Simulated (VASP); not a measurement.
# Sb (Im-3m) in VASP: further runs

Sb is run at these levels: PBEsol, RPBE+D3(BJ), PBE; tasks: single point.

Everything below comes from runs of VASP 6.6.1. Logs are shortened: lines on timing, memory, paths and dates and some standing lists are left out, and cuts for length are marked.

## Step 1: The cell of the first run

The structure is cubic, space group Im-3m (No. 229). Conventional cell: a = 3.743 Å, b = 3.743 Å, c = 3.743 Å, α = 90.00°, β = 90.00°, γ = 90.00°. Within 4.3 Å of Sb (site symmetry m-3m) lie 14 Sb at 3.24 to 3.74 Å.

## Step 2: Single point, PBEsol, non-collinear spin, zero start, spin-orbit coupling

The input, INCAR:

```
SYSTEM = Sb
ALGO = Normal
EDIFF = 1E-7
ENCUT = 520
GGA = PS
GGA_COMPAT = .FALSE.
ISIF = 2
ISMEAR = -1
LASPH = .TRUE.
LCHARG = .TRUE.
LORBIT = 11
LORBMOM = .TRUE.
LREAL = .FALSE.
LSORBIT = .TRUE.
LVHAR = .TRUE.
LWAVE = .FALSE.
MAGMOM = 0 0 0
NBANDS = 16
NELM = 150
PREC = Accurate
SIGMA = 0.05
```

The input, KPOINTS:

```
k-points
0
G
  8 8 8
  0 0 0
```

The input, POSCAR:

```
Sb
1.0
   -1.8713408863      1.8713408863      1.8713408863
    1.8713408863     -1.8713408863      1.8713408863
    1.8713408863      1.8713408863     -1.8713408863
Sb
1
Direct
    0.0000000000      0.0000000000      0.0000000000
```

Potentials or basis: VASP PAW PBE potentials, release 64 (Sb).

The run is started by

```sh
$ cat potpaw_PBE.64/Sb/POTCAR > POTCAR
$ mpirun -np 1 vasp_ncl > vasp.out
```

OUTCAR:

```text
SYSTEM = Sb
   EDIFF = 1E-7
   ENCUT = 520
   GGA = PS
   ISIF = 2
   ISMEAR = -1
   LASPH = .TRUE.
   LORBIT = 11
   LREAL = .FALSE.
   LSORBIT = .TRUE.
   NELM = 150
   PREC = Accurate

 ion  position               nearest neighbor table
   1  0.000  0.000  0.000-

  LATTYP: Found a body centered cubic cell.
 ALAT       =     3.7426817726

  Lattice vectors:

 A1 = (  -1.8713408863,   1.8713408863,   1.8713408863)
 A2 = (   1.8713408863,  -1.8713408863,   1.8713408863)
 A3 = (   1.8713408863,   1.8713408863,  -1.8713408863)

Analysis of symmetry for initial positions (statically):
=====================================================================
 Subroutine PRICEL returns:
 Original cell was already a primitive cell.

 Routine SETGRP: Setting up the symmetry group for a
 body centered cubic supercell.

 Subroutine GETGRP returns: Found 48 space group operations
 (whereof 48 operations were pure point group operations)
 out of a pool of 48 trial point group operations.

The static configuration has the point symmetry O_h .

Analysis of symmetry for dynamics (positions and initial velocities):
=====================================================================
 Subroutine PRICEL returns:
 Original cell was already a primitive cell.

 Routine SETGRP: Setting up the symmetry group for a
 body centered cubic supercell.

 Subroutine GETGRP returns: Found 48 space group operations
 (whereof 48 operations were pure point group operations)
 out of a pool of 48 trial point group operations.

The dynamic configuration has the point symmetry O_h .

Analysis of structural, dynamic, and magnetic symmetry:
=====================================================================
 Subroutine PRICEL returns:
 Original cell was already a primitive cell.

 Routine SETGRP: Setting up the symmetry group for a
 body centered cubic supercell.

 Subroutine GETGRP returns: Found 48 space group operations
 (whereof 48 operations were pure point group operations)
 out of a pool of 48 trial point group operations.

The overall configuration has the point symmetry O_h .

 Subroutine INISYM returns: Found 48 space group operations
 (whereof 48 operations are pure point group operations),
 and found     1 'primitive' translations

----------------------------------------------------------------------------------------

                                     Primitive cell

[... 142 lines left out ...]
 fundamental gap:      0.0714566956
 Fermi energy:         8.5208360800

 k-point     1 :       0.0000    0.0000    0.0000
  band No.  band energies     occupation
      1      -4.4076      1.00000
      2      -4.4076      1.00000
      3      13.4979      0.00000
      4      13.4979      0.00000
      5      14.7717      0.00000
      6      14.7717      0.00000
[... 433 lines left out ...]
      3       5.9488      1.00000
      4       5.9488      1.00000
      5       8.3247      0.98061
      6       8.3247      0.98061
[... 8 lines left out ...]
     15      21.1708      0.00000
     16      21.1708      0.00000

 [... further k-points ...]
[... 5 lines left out ...]
  --------------------------------------------------------------------------------------
  -------------------------------------------------------------------------------------
  Total       -0.1083836     -0.1083836     -0.1083836      0.0000000     -0.0000000      0.0000000
  in kB       -6.6245338     -6.6245338     -6.6245338      0.0000000     -0.0000000      0.0000000
  external PRESSURE =      -6.6245338 kB  Pullay stress =       0.0000000 kB

 VOLUME and BASIS-vectors are now :
 -----------------------------------------------------------------------------
  energy-cutoff  :      520.00
  volume of cell :       26.21
      direct lattice vectors                 reciprocal lattice vectors
    -1.871340886  1.871340886  1.871340886     0.000000000  0.267188092  0.267188092
     1.871340886 -1.871340886  1.871340886     0.267188092  0.000000000  0.267188092
     1.871340886  1.871340886 -1.871340886     0.267188092  0.267188092  0.000000000

 POSITION                                       TOTAL-FORCE (eV/Angst)
 -----------------------------------------------------------------------------------
      0.00000      0.00000      0.00000         0.000000      0.000000     -0.000000
 -----------------------------------------------------------------------------------
    total drift:                               -0.000000      0.000000      0.000000

  FREE ENERGIE OF THE ION-ELECTRON SYSTEM (eV)
  ---------------------------------------------------
  free  energy   TOTEN  =        -4.4366178387 eV

  energy  without entropy=       -4.4296040508  energy(sigma->0) =       -4.43311094

 orbital moment (x)

 # of ion     p       d       tot
 ----------------------------------------
  1         0.000   0.000   0.000
 ----------------------------------------
            0.000   0.000   0.000

 orbital moment (y)

 # of ion     p       d       tot
 ----------------------------------------
  1         0.000   0.000   0.000
 ----------------------------------------
            0.000   0.000   0.000

 orbital moment (z)

 # of ion     p       d       tot
 ----------------------------------------
  1         0.000   0.000   0.000
 ----------------------------------------
            0.000   0.000   0.000

 Spin-Orbit-Coupling matrix elements

 Ion:    1  E_soc:     -0.1403110
 l=   1
     0.0000000    -0.0231643    -0.0231643
    -0.0231643     0.0000000    -0.0231643
    -0.0231643    -0.0231643     0.0000000
 l=   2
     0.0000000    -0.0000610     0.0000000    -0.0000610    -0.0001599
    -0.0000610     0.0000000    -0.0001199    -0.0000610    -0.0000400
     0.0000000    -0.0001199     0.0000000    -0.0001199     0.0000000
    -0.0000610    -0.0000610    -0.0001199     0.0000000    -0.0000400
    -0.0001599    -0.0000400     0.0000000    -0.0000400     0.0000000
 l=   3
     0.0000000     0.0000000     0.0000000     0.0000000     0.0000000     0.0000000     0.0000000
     0.0000000     0.0000000     0.0000000     0.0000000     0.0000000     0.0000000     0.0000000
     0.0000000     0.0000000     0.0000000     0.0000000     0.0000000     0.0000000     0.0000000
     0.0000000     0.0000000     0.0000000     0.0000000     0.0000000     0.0000000     0.0000000
     0.0000000     0.0000000     0.0000000     0.0000000     0.0000000     0.0000000     0.0000000
     0.0000000     0.0000000     0.0000000     0.0000000     0.0000000     0.0000000     0.0000000
     0.0000000     0.0000000     0.0000000     0.0000000     0.0000000     0.0000000     0.0000000

 total charge

# of ion       s       p       d       tot
------------------------------------------
    1        1.241   1.065   0.041   2.348

 magnetization (x)

# of ion       s       p       d       tot
------------------------------------------
    1        0.000   0.000  -0.000   0.000

 magnetization (y)

# of ion       s       p       d       tot
------------------------------------------
    1       -0.000  -0.000   0.000  -0.000

 magnetization (z)

# of ion       s       p       d       tot
------------------------------------------
    1        0.000  -0.000   0.000  -0.000
```

stdout:

```text
POSCAR found type information on POSCAR Sb
 POSCAR found :  1 types and       1 ions
 scaLAPACK will be used
 -----------------------------------------------------------------------------
|                                                                             |
|                                                                             |
|     You enforced a specific xc type in the INCAR file but a different       |
|     I HOPE YOU KNOW WHAT YOU ARE DOING!                                     |
|                                                                             |
 -----------------------------------------------------------------------------

 LDA part: xc-table for (Slater+PW92), standard interpolation
 POSCAR, INCAR and KPOINTS ok, starting setup
 FFT: planning ... GRIDC
 FFT: planning ... GRID_SOFT
 FFT: planning ... GRID
 WAVECAR not read
 entering main loop
```

Wall time 62 s (1 thread of AMD EPYC 7R13, shared host); peak memory 0.17 GiB.

What came out:

| Quantity | Value |
| --- | --- |
| Free energy | -4.4366 eV |
| Pressure | -0.7 GPa |
| Net moment | 0.00 μB per cell |
| Valence electrons inside the program's atomic spheres | Sb 2.35 |

Moments on the atoms (μB; x, y, z):
```
Sb  0.00 0.00 0.00
```

Caveat: the PAW data sets were made with another functional, which shifts forces and pressure a little.

## Step 3: Single point, RPBE+D3(BJ)

This run uses another cell than the first one, of 19.80 Å³/atom, 0.755 times its volume.

The input, INCAR:

```
PREC     = Accurate       # precision mode
ENCUT    = 520            # plane-wave cutoff, eV
EDIFF    = 1E-6           # SCF threshold, eV
ISMEAR   = -1             # smearing method
SIGMA    = 0.05           # smearing width, eV
LREAL    = F              # projectors in reciprocal space
LASPH    = T              # aspherical terms in the spheres
NELM     = 80             # most SCF steps
ALGO     = Normal         # electronic algorithm
ISIF     = 2              # what is computed and relaxed
LWAVE    = F              # write WAVECAR
LCHARG   = F              # write CHGCAR
GGA      = RP             # functional
IVDW     = 12             # dispersion correction
NBANDS   = 8              # bands
```

The input, KPOINTS:

```
Automatic mesh
0
Gamma
  10 10 10
```

The input, POSCAR:

```
Sb
1.0
   -1.7042230406      1.7042230406      1.7042230406
    1.7042230406     -1.7042230406      1.7042230406
    1.7042230406      1.7042230406     -1.7042230406
Sb
1
Direct
    0.0000000000      0.0000000000      0.0000000000
```

Potentials or basis: VASP PAW PBE potentials, release 64 (Sb).

The run is started by

```sh
$ cat potpaw_PBE.64/Sb/POTCAR > POTCAR
$ mpirun -np 1 vasp_std > vasp.out
```

Run time: 5.5 s. Hardware: 1 thread of AMD EPYC 7R13 (Zen 3), shared host; peak memory 0.12 GiB.

It converged, with:

```
Free energy                : -6.6062 eV
Pressure                   : -0.1 GPa
Dispersion energy per atom : -3.867 eV
```

Levels at points of the mesh, in eV from the Fermi level:
```tsv
k point	band 1	band 2	band 3	band 4	band 5	band 6
(0.00, 0.00, 0.00)	-15.77	8.34	8.34	8.34	11.70	11.70
(0.50, 0.00, 0.00)	-9.57	-7.88	2.41	4.55	7.24	7.63
(0.50, 0.50, 0.50)	-3.82	-2.88	-2.88	-2.88	2.15	2.15
```

Caveat: the PAW data sets were made with another functional, which shifts forces and pressure a little; spin-orbit coupling is left out, which moves the levels of the heavy elements; pairwise dispersion overbinds metals, which lowers pressure and volume.

(Continued in part 2 of 2.)
